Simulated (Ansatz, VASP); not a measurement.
Ni in VASP and in Ansatz

```xyz
2
Lattice="0.0000 1.7619 1.7619 -1.7619 1.7619 0.0000 -1.7619 -1.7619 3.5239" Properties=species:S:1:pos:R:3 pbc="T T T"
Ni    0.0000    0.0000    0.0000
Ni   -1.7619    0.0000    1.7619
```

Alike in both runs: task single point; functional LDA; k mesh 15 × 15 × 15; occupations fermi-dirac, width 0.1 eV; collinear spin.

|  | VASP | Ansatz |
| --- | --- | --- |
| version | VASP 6.6.1 | Ansatz 0.2.0 |
| potentials or method | VASP PAW LDA potentials, release 64 (Ni), cutoff 520 eV | all-electron LAPW, scalar-relativistic |

```csv
,VASP,Ansatz,Ansatz less VASP
pressure (GPa),-17.4,-17.6,-0.18
net moment per atom (μB),0.58,0.61,+0.027
size of the moment on the site where the two differ most (μB),0.59,0.63,+0.040
```

LDA's correlation is that of Perdew and Zunger in VASP and of Perdew and Wang (1992) in Ansatz. Site moments also hang on the region over which each program counts them. Ansatz ran all-electron here, and VASP with PAW potentials.
